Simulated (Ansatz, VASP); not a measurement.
## One calculation of BP, two programs

File POSCAR:

```
BP
1.0
    0.0000000000      2.2660723800      2.2660723800
    2.2660723800      0.0000000000      2.2660723800
    2.2660723800      2.2660723800      0.0000000000
B P
1 1
Direct
    0.0000000000      0.0000000000      0.0000000000
    0.7500000000      0.7500000000      0.7500000000
```

The input INCAR.step1:

```
PREC = Accurate ; ENCUT = 520
ISMEAR = 0 ; SIGMA = 0.1
LREAL = F ; LASPH = T
NELM = 80 ; NBANDS = 11
GGA = PE ; ALGO = Normal
EDIFF = 1E-4 ; LWAVE = T
LCHARG = F
```

File INCAR.step2:

```
PREC = Accurate ; ENCUT = 520
EDIFF = 1E-6 ; ISMEAR = 0
SIGMA = 0.1 ; LREAL = F
LASPH = T ; NELM = 80
ALGO = Normal ; ISIF = 2
LWAVE = F ; LCHARG = F
METAGGA = R2SCAN ; LMIXTAU = T
NBANDS = 11 ; ISTART = 1
```

File KPOINTS:

```
regular mesh
0
Gamma
  8 8 8
```

Input for Ansatz:

```yaml
crystal:
  lattice:
    - [0.0, 2.26607238, 2.26607238]
    - [2.26607238, 0.0, 2.26607238]
    - [2.26607238, 2.26607238, 0.0]
  atoms:
    - { symbol: B, position: [0.0, 0.0, 0.0] }
    - { symbol: P, position: [0.75, 0.75, 0.75] }
basis:
  ecutwfc: 500
kpoints:
  mp_grid: { grid: [8, 8, 8] }
hamiltonian:
  xc: r2scan
  pseudopotentials: { kind: paw, azcp: { folder: soft_1 } }
scf:
  occupations: { method: gaussian, width: 0.1 }
output:
  forces: true
  stress: true
  eigenvalues: true
```

Alike in both runs: task single point; functional r2SCAN; k mesh 8 × 8 × 8; occupations gaussian, width 0.1 eV; no spin polarisation.

```csv
,VASP,Ansatz
version,VASP 6.6.1,Ansatz 0.2.0
potentials or method,"VASP PAW PBE potentials, release 64 (B, P), cutoff 520 eV","scalar-relativistic, plane waves, PAW"
valence electrons in the cell,8,8
```

```csv
,VASP,Ansatz,Ansatz less VASP
gap on the k mesh at the Fermi level (eV),1.47,1.44,-0.031
least direct gap on the mesh (eV),3.65,3.60,-0.043
pressure (GPa),0.0,0.5,+0.49
```

VASP's potentials were made for PBE, not for r2SCAN.
